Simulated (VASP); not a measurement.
Wanted: the native input for a VASP 6.6.1 run.

```
Task                   : relaxation of cell and atoms
Functional             : PBE
Potentials or basis    : VASP PAW PBE potentials, release 64 (La, Zr_sv, O)
Cutoff                 : 600 eV
k mesh                 : 12 × 12 × 4
Occupations            : gaussian, width 0.1 eV
Spin                   : no spin polarisation
Dipole correction      : no
Further INCAR settings : ALGO = Normal; EDIFF = 1e-06; IBRION = 2; EDIFFG = -0.01; NSW = 100; ISIF = 3
```

The structure of La2Zr2O lies in POSCAR:

```
La2Zr2O
1.0
    3.4223746595      0.0000000000      0.0000000000
   -1.7111873298      2.9638633964      0.0000000000
    0.0000000000      0.0000000000     11.6211684052
La Zr O
2 2 1
Direct
    0.6666666667      0.3333333333      0.6444316745
    0.3333333333      0.6666666667      0.3555683255
    0.6666666667      0.3333333333      0.1046217440
    0.3333333333      0.6666666667      0.8953782560
    0.0000000000      0.0000000000      0.0000000000
```

One way to write it, as run:

INCAR

```
SYSTEM = La2Zr2O
PREC = Accurate
ENCUT = 600
EDIFF = 1E-6
ISMEAR = 0
SIGMA = 0.1
LREAL = .False.
LASPH = .True.
NELM = 100
ALGO = Normal
ISIF = 3
LWAVE = .False.
LCHARG = .False.
GGA = PE
IBRION = 2
NSW = 100
EDIFFG = -0.01
```

KPOINTS

```
regular mesh
0
Gamma
  12 12 4
  0 0 0
```

Potentials or basis: VASP PAW PBE potentials, release 64 (La, Zr_sv, O).

Launch:

```console
$ cat potpaw_PBE.64/La/POTCAR potpaw_PBE.64/Zr_sv/POTCAR potpaw_PBE.64/O/POTCAR > POTCAR
$ mpirun -np 1 vasp_std > vasp.out
```

It gave:

```yaml
Relaxed_volume: 23.69 Å³/atom
Relaxed_cell: a = 3.416 Å, b = 3.416 Å, c = 11.723 Å, α = 90.00°, β = 90.00°, γ = 120.00°
Space_group_after_relaxing_to_0.05_Å: P-3m1 (No. 164)
Energy_gained_by_relaxing: 0.7 meV/atom
Ionic_steps: 14
Pressure_after_relaxing: 0.0 GPa
Largest_force_after_relaxing: 0.005 eV/Å
Band_gap_on_the_k_mesh: zero (band 26 reaches 9.26 eV, above the bottom of band 27 at 8.74 eV)
```

Caveat: spin-orbit coupling is left out, which moves the levels of the heavy elements.

Run time: 23 min on 1 thread of Intel(R) Xeon(R) 6975P-C (Granite Rapids) (shared host), peak memory 0.54 GiB.
